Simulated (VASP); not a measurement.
# Ba2SnF6: relaxation of cell and atoms with PBE

The system is Ba2SnF6.

```
Ba Sn F
1.0
     0.00000    4.12704    4.12704
     4.12704    0.00000    4.12704
     4.12704    4.12704    0.00000
Ba Sn F
2 1 6
Direct
  0.25000 0.25000 0.25000
  0.75000 0.75000 0.75000
  0.00000 0.00000 0.00000
  0.75836 0.24164 0.24164
  0.24164 0.75836 0.24164
  0.24164 0.24164 0.75836
  0.24164 0.75836 0.75836
  0.75836 0.24164 0.75836
  0.75836 0.75836 0.24164
```

```json
{
  "Program": "VASP 6.6.1",
  "Task": "relaxation of cell and atoms",
  "Functional": "PBE",
  "Potentials or basis": "VASP PAW PBE potentials, release 64 (Ba_sv, Sn_d, F)",
  "Cutoff": "600 eV",
  "k mesh": "4 × 4 × 4",
  "Occupations": "gaussian, width 0.1 eV",
  "Spin": "no spin polarisation",
  "Dipole correction": "no",
  "Further INCAR settings": "ALGO = Normal; EDIFF = 1e-07; IBRION = 2; EDIFFG = -0.04; NSW = 90; ISIF = 3"
}
```

* Relaxed volume: 18.37 Å³/atom
* Relaxed cell: a = 6.161 Å, b = 6.161 Å, c = 6.161 Å, α = 60.00°, β = 60.00°, γ = 60.00°
* Space group after relaxing (to 0.05 Å): Fm-3m (No. 225)
* Energy gained by relaxing: 406.8 meV/atom
* Ionic steps: 7
* Pressure after relaxing: 0.3 GPa
* Largest force after relaxing: 0.034 eV/Å
* Band gap on the k mesh: 2.27 eV, indirect (least direct gap 2.92 eV)

Forces in eV/Å, atoms in the order of the input:
```
Ba   0.000  0.000  0.000
Ba   0.000  0.000  0.000
Sn   0.000  0.000  0.000
F    0.034  0.000  0.000
F    0.000  0.034  0.000
F    0.000  0.000  0.034
F   -0.034  0.000  0.000
F    0.000 -0.034  0.000
F    0.000  0.000 -0.034
```

Step by step:
| step | energy change (eV) | largest force (eV/Å) | pressure (GPa) | volume (Å³) |
| --- | --- | --- | --- | --- |
| 1 | 0.0000 | 4.2404 | 25.74 | 140.59 |
| 2 | -2.5450 | 1.1963 | -8.03 | 198.07 |
| 3 | -3.6236 | 0.1042 | -1.20 | 173.44 |
| 4 | -3.6267 | 0.1715 | -0.83 | 172.56 |
| 5 | -3.6268 | 0.2247 | -0.54 | 171.88 |
| 6 | -3.6425 | 0.1784 | -0.35 | 170.23 |
| 7 | -3.6615 | 0.0342 | 0.29 | 165.35 |

Final structure:
```yaml
crystal:
  lattice:
    - [0.00000, 4.35633, 4.35633]
    - [4.35633, 0.00000, 4.35633]
    - [4.35633, 4.35633, 0.00000]
  atoms:
    - { symbol: Ba, position: [0.25000, 0.25000, 0.25000] }
    - { symbol: Ba, position: [0.75000, 0.75000, 0.75000] }
    - { symbol: Sn, position: [0.00000, 0.00000, 0.00000] }
    - { symbol: F, position: [0.73886, 0.26114, 0.26114] }
    - { symbol: F, position: [0.26114, 0.73886, 0.26114] }
    - { symbol: F, position: [0.26114, 0.26114, 0.73886] }
    - { symbol: F, position: [0.26114, 0.73886, 0.73886] }
    - { symbol: F, position: [0.73886, 0.26114, 0.73886] }
    - { symbol: F, position: [0.73886, 0.73886, 0.26114] }
```

Levels at points of the mesh, in eV from the valence-band top:
| k point | band 34 | band 35 | band 36 | band 37 | band 38 | band 39 | band 40 | band 41 | band 42 | band 43 |
| --- | --- | --- | --- | --- | --- | --- | --- | --- | --- | --- |
| (0.00, 0.00, 0.00) | -3.82 | -3.82 | -3.76 | -3.76 | -0.96 | 2.27 | 2.27 | 2.45 | 2.45 | 2.45 |
| (0.50, 0.00, 0.00) | -3.93 | -3.93 | -3.79 | -3.79 | -0.18 | 3.19 | 3.19 | 3.26 | 3.85 | 3.85 |
| (0.50, 0.50, 0.00) | -4.13 | -4.13 | -3.85 | -3.77 | -0.01 | 2.91 | 3.22 | 3.93 | 4.01 | 4.01 |

It took 3.9 min on 1 thread of Intel(R) Xeon(R) 6975P-C (Granite Rapids), with other jobs on the host, peak memory 0.37 GiB.

Caveat: the volume moved by over 15 % at a fixed basis, so the end points are rough; spin-orbit coupling is left out, which moves the levels of the heavy elements. A k mesh can miss the band edges.
